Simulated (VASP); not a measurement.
As2Se: single point with PBEsol

Crystal: As2Se.

```
As Se
1.0
    -3.51527    3.51527    2.62516
     3.51527   -3.51527    2.62516
     3.51527    3.51527   -2.62516
As Se
4 2
Direct
  0.87500 0.12500 0.75000
  0.37500 0.12500 0.25000
  0.87500 0.62500 0.75000
  0.87500 0.12500 0.25000
  0.50000 0.50000 0.00000
  0.25000 0.75000 0.50000
```

This cell differs from its parent crystal: volume scaled by 1.03, then relaxed in part.

```json
{
 "Program": "VASP 6.6.1",
 "Task": "single point",
 "Functional": "PBEsol",
 "Potentials or basis": "VASP PAW PBE potentials, release 64 (As, Se)",
 "Cutoff": "520 eV",
 "k mesh": "8 × 8 × 8",
 "Occupations": "gaussian, width 0.1 eV",
 "Spin": "no spin polarisation"
}
```

The pressure is -1.9 GPa and the band gap on the k mesh is zero (band 16 reaches 5.13 eV, above the bottom of band 17 at 4.70 eV).

Levels at points of the mesh, in eV from the Fermi level:
| k point | band 14 | band 15 | band 16 | band 17 | band 18 | band 19 |
| --- | --- | --- | --- | --- | --- | --- |
| (0.00, 0.00, 0.00) | -2.76 | -2.76 | -1.08 | 2.41 | 3.05 | 3.05 |
| (0.50, 0.00, 0.00) | -1.49 | -0.51 | -0.01 | 0.19 | 0.51 | 1.50 |
| (0.50, 0.50, 0.00) | -1.38 | -1.19 | -1.19 | -0.07 | -0.07 | 1.84 |
| (0.50, 0.50, 0.50) | -0.70 | -0.37 | -0.37 | 0.28 | 0.28 | 0.43 |

It took 110 s on 1 thread of Intel(R) Xeon(R) Platinum 8488C (Sapphire Rapids) (shared host), peak memory 0.34 GiB.

Caveat: the PAW data sets were made with another functional, which shifts forces and pressure a little.
